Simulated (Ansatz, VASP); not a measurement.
# MgO: VASP beside Ansatz

```xyz
4
Lattice="3.4864 0.0000 0.0000 -1.7432 3.0193 0.0000 0.0000 0.0000 4.1780" Properties=species:S:1:pos:R:3 pbc="T T T"
Mg    1.7432    1.0064    3.1335
Mg    0.0000    2.0129    1.0445
O     1.8493    1.1125    1.0445
O     0.0000    2.0129    3.1335
```

Alike in both runs: task single point; functional r2SCAN; k mesh 6 × 6 × 6; no spin polarisation.

```csv
,VASP,Ansatz
version,VASP 6.6.1,Ansatz 0.2.0
potentials or method,"VASP PAW PBE potentials, release 64 (Mg, O), cutoff 520 eV","scalar-relativistic, plane waves, PAW"
occupations,"methfessel-paxton of order 1, width 0.02 eV","cold, width 0.02 eV"
valence electrons in the cell,16,32
```

VASP gave:

* gap on the k mesh at the Fermi level (eV): 4.04
* least direct gap on the mesh (eV): 4.04
* pressure (GPa): 0.6
* traceless stress, the component that is largest in VASP (GPa): 4.30
* rms of the force components (eV/Å): 0.740

Which values does Ansatz return?

gap on the k mesh at the Fermi level (eV): 4.05; least direct gap on the mesh (eV): 4.05; pressure (GPa): 1.3; traceless stress, the component that is largest in VASP (GPa): 4.23; rms of the force components (eV/Å): 0.729.

VASP's potentials were made for PBE, not for r2SCAN. Atom by atom the forces differ by 0.011 eV/Å (rms over components). VASP's potentials hold 16 valence electrons a cell and Ansatz's 32, so a difference there can come from the potentials and not from the codes.
